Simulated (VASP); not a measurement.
# Bi (P6_3/mmc) in VASP: a series of runs

Bi is run at these levels: revPBE; tasks: single point, relaxation of cell and atoms.

All numbers are computed with VASP 6.6.1; they aren't measurements. Logs are shortened: lines on timing, memory, paths and dates and some standing lists are left out, and cuts for length are marked.

### Step 1. The cell of the first run

The structure is hexagonal, space group P6_3/mmc (No. 194). The conventional cell has a = 3.657 Å, b = 3.657 Å, c = 6.017 Å, α = 90.00°, β = 90.00°, γ = 120.00°. Within 4.8 Å of Bi (site symmetry -6m2) lie 12 Bi at 3.66 to 3.68 Å.

### Step 2. Single point, revPBE (volume scaled by 1.08)

INCAR

```
ALGO = Normal ; EDIFF = 1E-6
ENCUT = 520 ; GGA = RE
ISIF = 2 ; ISMEAR = -1
LASPH = T ; LCHARG = F
LREAL = F ; LWAVE = F
NBANDS = 22 ; NELM = 80
PREC = Accurate ; SIGMA = 0.1
```

KPOINTS

```
k-points
0
Gamma
  12 12 6
```

POSCAR

```
Bi
1.0
    3.6571297454      0.0000000000      0.0000000000
   -1.8285648727      3.1671672644      0.0000000000
    0.0000000000      0.0000000000      6.0174097817
Bi
2
Direct
    0.3333333333      0.6666666667      0.2500000000
    0.6666666667      0.3333333333      0.7500000000
```

Potentials or basis: VASP PAW PBE potentials, release 64 (Bi_d).

The run is started by

```sh
$ cat potpaw_PBE.64/Bi_d/POTCAR > POTCAR
$ mpirun -np 1 vasp_std > vasp.out
```

OUTCAR:

```text
EDIFF = 1E-6
   ENCUT = 520
   GGA = RE
   ISIF = 2
   ISMEAR = -1
   LASPH = T
   LREAL = F
   NELM = 80
   PREC = Accurate

 ion  position               nearest neighbor table
   1  0.333  0.667  0.250-   2 3.68   2 3.68   2 3.68   2 3.68   2 3.68   2 3.68
   2  0.667  0.333  0.750-   1 3.68   1 3.68   1 3.68   1 3.68   1 3.68   1 3.68

  LATTYP: Found a hexagonal cell.
 ALAT       =     3.6571297454
 C/A-ratio  =     1.6453913863

  Lattice vectors:

 A1 = (   3.6571297454,   0.0000000000,   0.0000000000)
 A2 = (  -1.8285648727,   3.1671672644,   0.0000000000)
 A3 = (   0.0000000000,   0.0000000000,   6.0174097817)

Analysis of symmetry for initial positions (statically):
=====================================================================
 Subroutine PRICEL returns:
 Original cell was already a primitive cell.

 Routine SETGRP: Setting up the symmetry group for a
 hexagonal supercell.

 Subroutine GETGRP returns: Found 24 space group operations
 (whereof 12 operations were pure point group operations)
 out of a pool of 24 trial point group operations.

The static configuration has the point symmetry D_3d.
 The point group associated with its full space group is D_6h.

Analysis of symmetry for dynamics (positions and initial velocities):
=====================================================================
 Subroutine PRICEL returns:
 Original cell was already a primitive cell.

 Routine SETGRP: Setting up the symmetry group for a
 hexagonal supercell.

 Subroutine GETGRP returns: Found 24 space group operations
 (whereof 12 operations were pure point group operations)
 out of a pool of 24 trial point group operations.

The dynamic configuration has the point symmetry D_3d.
 The point group associated with its full space group is D_6h.

 Subroutine INISYM returns: Found 24 space group operations
 (whereof 12 operations are pure point group operations),
 and found     1 'primitive' translations

----------------------------------------------------------------------------------------

                                     Primitive cell

  volume of cell :      69.6981

  direct lattice vectors                    reciprocal lattice vectors
     3.657129745  0.000000000  0.000000000     0.273438480  0.157869780  0.000000000
    -1.828564873  3.167167264  0.000000000     0.000000000  0.315739560  0.000000000
     0.000000000  0.000000000  6.017409782     0.000000000  0.000000000  0.166184461

[... 74 lines left out ...]
   PREC   = accura    normal or accurate (medium, high low for compatibility)
   ISTART =      0    job   : 0-new  1-cont  2-samecut
   ICHARG =      2    charge: 1-file 2-atom 10-const
   ISPIN  =      1    spin polarized calculation?
   LNONCOLLINEAR =      F non collinear calculations
   LSORBIT =      F    spin-orbit coupling
   LASPH  =      T    aspherical Exc in radial PAW
   ENCUT  =  520.0 eV  38.22 Ry    6.18 a.u.   6.80  6.80 11.19*2*pi/ulx,y,z
   NELM   =     80;   NELMIN=  2; NELMDL= -5     # of ELM steps
   EDIFF  = 0.1E-05   stopping-criterion for ELM
   LREAL  =      F    real-space projection
   EDIFFG = 0.1E-04   stopping-criterion for IOM
   NSW    =      0    number of steps for IOM
   IBRION =     -1    ionic relax: 0-MD 1-quasi-New 2-CG
   NFREE  =      0    steps in history (QN), initial steepest desc. (CG)
   ISIF   =      2    stress and relaxation
   ISYM   =      2    0-nonsym 1-usesym 2-fastsym
   POTIM  = 0.5000    time-step for ionic-motion
   TEBEG  =    0.0;   TEEND  =   0.0 temperature during run
   PSTRESS=    0.0 pullay stress
   NELECT =      30.0000    total number of electrons
   NUPDOWN=      -1.0000    fix difference up-down
   EMIN   =  10.00;   EMAX   =-10.00  energy-range for DOS
   EFERMI =   0.00;   METHOD = LEGACY
   ISMEAR =    -1;   SIGMA  =   0.10  broadening in eV -4-tet -1-fermi 0-gaus
   EFERMI_NEDOS =   21; number of points for ismear=-14 and -15
   IALGO  =     38    algorithm
   IMIX   =      4    mixing-type and parameters
     AMIX     =   0.40;   BMIX     =  1.00
     AMIX_MAG =   1.60;   BMIX_MAG =  1.00
  volume/ion in A,a.u.               =      34.85       235.17
  Fermi-wavevector in a.u.,A,eV,Ry     =   1.236066  2.335826 20.787780  1.527859
  Thomas-Fermi vector in A             =   2.370690
   LORBIT       =      0    0 simple, 1 ext, 2 COOP (PROOUT), +10 PAW based schemes
   GGA     = RE    functional components
   LHFCALC =     F    Hartree Fock is set to
   AEXX    =    0.0000 exact exchange contribution
   IVDW    =     0    specifies the selected vdW correction
   LEPSILON=     F    determine dielectric tensor
   LRPA    =     F    only Hartree local field effects (RPA)
 non-spin polarized calculation
  energy-cutoff  :      520.00
  volume of cell :       69.70
 maximum number of plane-waves:      1906
 NGX is ok and might be reduce to    28
   NGX = 13   NGY = 13   NGZ = 23

 number of electron      30.0000004 magnetization

 Free energy of the ion-electron system (eV)
  ---------------------------------------------------
  ext. energy  EPLUGINS =         0.00000000
  ---------------------------------------------------
  free energy    TOTEN  =        -6.80805905 eV

  energy without entropy =       -6.76524898  energy(sigma->0) =       -6.78665402

 E-fermi :   6.7480     XC(G=0):  -9.7053

 val. band max:        6.6457448225   @ k =   0.3333   0.1667   0.3333
 cond. band min:       6.7505047942   @ k =   0.1667   0.0833   0.3333
 fundamental gap:      0.1047599717
 Fermi energy:         6.7480256596

 k-point     1 :       0.0000    0.0000    0.0000
  band No.  band energies     occupation
      1     -16.3559      2.00000
      2     -16.3454      2.00000
      3     -16.3417      2.00000
      4     -16.3417      2.00000
      5     -16.3365      2.00000
      6     -16.3365      2.00000
[... 589 lines left out ...]
     21      14.7820      0.00000
     22      15.9645      0.00000

 [... further k-points ...]
[... 5 lines left out ...]
  --------------------------------------------------------------------------------------
  -------------------------------------------------------------------------------------
  Total       -1.5558907     -1.5558907     -1.1982507     -0.0000000      0.0000000      0.0000000
  in kB      -35.7658643    -35.7658643    -27.5446548     -0.0000000      0.0000000      0.0000000
  external PRESSURE =     -33.0254611 kB  Pullay stress =       0.0000000 kB

 VOLUME and BASIS-vectors are now :
 -----------------------------------------------------------------------------
  energy-cutoff  :      520.00
  volume of cell :       69.70
      direct lattice vectors                 reciprocal lattice vectors
     3.657129745  0.000000000  0.000000000     0.273438480  0.157869780  0.000000000
    -1.828564873  3.167167264  0.000000000     0.000000000  0.315739560  0.000000000
     0.000000000  0.000000000  6.017409782     0.000000000  0.000000000  0.166184461

 POSITION                                       TOTAL-FORCE (eV/Angst)
 -----------------------------------------------------------------------------------
     -0.00000      2.11144      1.50435        -0.000000     -0.000000      0.000000
      1.82856      1.05572      4.51306         0.000000      0.000000      0.000000
 -----------------------------------------------------------------------------------
    total drift:                                0.000000     -0.000000      0.000000

  FREE ENERGIE OF THE ION-ELECTRON SYSTEM (eV)
  ---------------------------------------------------
  free  energy   TOTEN  =        -6.8080590499 eV

  energy  without entropy=       -6.7652489830  energy(sigma->0) =       -6.78665402
```

stdout:

```text
POSCAR found type information on POSCAR Bi
 POSCAR found :  1 types and       2 ions
 scaLAPACK will be used
 -----------------------------------------------------------------------------
|                                                                             |
|                                                                             |
|     You enforced a specific xc type in the INCAR file but a different       |
|     I HOPE YOU KNOW WHAT YOU ARE DOING!                                     |
|                                                                             |
 -----------------------------------------------------------------------------

 LDA part: xc-table for (Slater+PW92), standard interpolation
 POSCAR, INCAR and KPOINTS ok, starting setup
 FFT: planning ... GRIDC
 FFT: planning ... GRID_SOFT
 FFT: planning ... GRID
 WAVECAR not read
 entering main loop
```

It took 30 s on 1 thread of Intel Xeon 6975P-C (Granite Rapids), shared host; peak memory 0.24 GiB.

What came out:

```yaml
Free_energy: -6.8081 eV
Pressure: -3.3 GPa
Band_gap_on_the_k_mesh: zero (band 15 reaches 10.31 eV, above the bottom of band 16 at 4.31 eV)
```

Stress tensor (GPa, compression positive):
```
-3.58  0.00  0.00
 0.00 -3.58  0.00
 0.00  0.00 -2.75
```

Caveat: the cell differs from its parent crystal (volume scaled by 1.08); the PAW data sets were made with another functional, which shifts forces and pressure a little; spin-orbit coupling is left out, which moves the levels of the heavy elements.

### Step 3. Single point, revPBE (volume scaled by 1.12)

INCAR

```
SYSTEM = Bi
PREC = Accurate
ENCUT = 520
EDIFF = 1E-6
ISMEAR = -1
SIGMA = 0.1
LREAL = .FALSE.
LASPH = .TRUE.
NELM = 80
ALGO = Normal
ISIF = 2
LWAVE = .FALSE.
LCHARG = .TRUE.
GGA = RE
LELF = .TRUE.
LVHAR = .TRUE.
NBANDS = 22
```

KPOINTS

```
Automatic mesh
0
G
  12 12 6
  0 0 0
```

POSCAR

```
Bi
1.0
    3.7017332845      0.0000000000      0.0000000000
   -1.8508666423      3.2057950624      0.0000000000
    0.0000000000      0.0000000000      6.0908000608
Bi
2
Direct
    0.3333333333      0.6666666667      0.2500000000
    0.6666666667      0.3333333333      0.7500000000
```

Potentials or basis: VASP PAW PBE potentials, release 64 (Bi_d).

The run is started by

```sh
$ cat potpaw_PBE.64/Bi_d/POTCAR > POTCAR
$ mpirun -np 1 vasp_std > vasp.out
```

Wall time 33 s (1 thread of Intel Xeon 6975P-C (Granite Rapids), shared host); peak memory 0.23 GiB.

The run converged. Its results:

```
Free energy            : -6.7467 eV
Pressure               : -4.4 GPa
Band gap on the k mesh : zero (band 15 reaches 9.73 eV, above the bottom of band 16 at 4.02 eV)
```

Stress tensor (GPa, compression positive):
```
-4.69  0.00  0.00
 0.00 -4.69  0.00
 0.00  0.00 -3.86
```

Levels at points of the mesh, in eV from the Fermi level:
| k point | band 11 | band 12 | band 13 | band 14 | band 15 | band 16 | band 17 | band 18 | band 19 | band 20 |
| --- | --- | --- | --- | --- | --- | --- | --- | --- | --- | --- |
| (0.00, 0.00, 0.00) | -12.68 | -10.58 | -4.47 | 2.81 | 2.81 | 3.98 | 4.02 | 4.02 | 6.35 | 7.04 |
| (0.50, 0.00, 0.00) | -10.56 | -9.80 | -3.85 | -2.62 | -1.61 | 0.30 | 0.39 | 2.76 | 4.72 | 6.67 |
| (0.00, 0.00, 0.50) | -11.86 | -11.86 | -1.15 | -1.15 | 3.38 | 3.38 | 3.38 | 3.38 | 7.22 | 7.22 |
| (0.50, 0.00, 0.50) | -10.16 | -10.16 | -4.09 | -4.09 | 1.18 | 1.18 | 1.34 | 1.34 | 5.32 | 5.32 |

Caveat: the cell differs from its parent crystal (volume scaled by 1.12); the PAW data sets were made with another functional, which shifts forces and pressure a little; spin-orbit coupling is left out, which moves the levels of the heavy elements.

### Step 4. Relaxation of cell and atoms, revPBE

This run uses another cell than the first one, of 31.85 Å³/atom, 0.914 times its volume.

INCAR

```
SYSTEM = Bi
PREC = Accurate
ENCUT = 600
EDIFF = 1E-7
ISMEAR = -1
SIGMA = 0.1
LREAL = .FALSE.
LASPH = .TRUE.
NELM = 100
ALGO = Normal
ISIF = 3
LWAVE = .FALSE.
LCHARG = .FALSE.
GGA = RE
IBRION = 2
NSW = 80
EDIFFG = -0.01
```

KPOINTS

```
regular mesh
0
G
  10 10 6
  0 0 0
```

POSCAR

```
Bi
1.0
    3.5579831475      0.0000000000      0.0000000000
   -1.7789915738      3.0813037920      0.0000000000
    0.0000000000      0.0000000000      5.8101864799
Bi
2
Direct
    0.3333333333      0.6666666667      0.2500000000
    0.6666666667      0.3333333333      0.7500000000
```

The run is started by

```sh
$ cat potpaw_PBE.64/Bi_d/POTCAR > POTCAR
$ mpirun -np 1 vasp_std > vasp.out
```

Run time: 90 s. Hardware: 1 thread of Intel Xeon 6975P-C (Granite Rapids), shared host; peak memory 0.23 GiB.

It converged, with:

* Free energy: -6.8662 eV
* Relaxed volume: 32.24 Å³/atom
* Relaxed cell: a = 3.563 Å, b = 3.563 Å, c = 5.867 Å, α = 90.00°, β = 90.00°, γ = 120.00°
* Space group after relaxing (to 0.05 Å): P6_3/mmc (No. 194)
* Energy gained by relaxing: 1.0 meV/atom
* Ionic steps: 5
* Pressure after relaxing: 0.0 GPa
* Band gap on the k mesh: zero (band 15 reaches 11.62 eV, above the bottom of band 16 at 5.28 eV)

The path:
```tsv
step	energy change (eV)	largest force (eV/Å)	pressure (GPa)	volume (Å³)
1	0.0000	0.0000	0.61	63.70
2	-0.0017	0.0000	-0.27	64.83
3	-0.0019	0.0000	-0.06	64.55
4	-0.0020	0.0000	-0.02	64.51
5	-0.0021	0.0000	-0.01	64.49
```

Final structure:
```xyz
2
Lattice="3.5627 0.0000 0.0000 -1.7814 3.0854 0.0000 0.0000 0.0000 5.8668" Properties=species:S:1:pos:R:3 pbc="T T T"
Bi    0.0000    2.0569    1.4667
Bi    1.7814    1.0285    4.4001
```

Levels at points of the mesh, in eV from the Fermi level:
| k point | band 12 | band 13 | band 14 | band 15 | band 16 | band 17 | band 18 | band 19 |
| --- | --- | --- | --- | --- | --- | --- | --- | --- |
| (0.00, 0.00, 0.00) | -10.75 | -5.11 | 3.27 | 3.27 | 4.67 | 4.72 | 4.72 | 6.86 |
| (0.50, 0.00, 0.00) | -9.79 | -4.32 | -2.96 | -1.88 | 0.22 | 0.41 | 3.21 | 4.78 |
| (0.00, 0.00, 0.50) | -12.40 | -1.19 | -1.19 | 3.96 | 3.96 | 3.96 | 3.96 | 7.78 |
| (0.50, 0.00, 0.50) | -10.23 | -4.67 | -4.67 | 1.38 | 1.38 | 1.52 | 1.52 | 5.49 |

Caveat: the PAW data sets were made with another functional, which shifts forces and pressure a little; spin-orbit coupling is left out, which moves the levels of the heavy elements.

### Step 5. Summary

| task | cell | k mesh | cutoff (eV) | gap on the mesh (eV) | pressure (GPa) |
| --- | --- | --- | --- | --- | --- |
| single point | a = 3.657, b = 3.657, c = 6.017 Å, angles 90.0, 90.0, 120.0°, 2 atoms | 12 × 12 × 6 | 520 | none | -3.3 |
| single point | a = 3.702, b = 3.702, c = 6.091 Å, angles 90.0, 90.0, 120.0°, 2 atoms | 12 × 12 × 6 | 520 | none | -4.4 |
| relaxation of cell and atoms | relaxed from a = 3.558, b = 3.558, c = 5.810 Å, angles 90.0, 90.0, 120.0°, 2 atoms | 10 × 10 × 6 | 600 | none | 0.0 |

Alike in all rows: level revPBE; potentials or basis VASP PAW PBE potentials, release 64 (Bi_d); no spin polarisation; smearing fermi-dirac 0.1 eV.

Caveats: the PAW data sets were made with another functional, which shifts forces and pressure a little; spin-orbit coupling is left out, which moves the levels of the heavy elements.

Absolute energies hang on the potentials; compare differences alone.
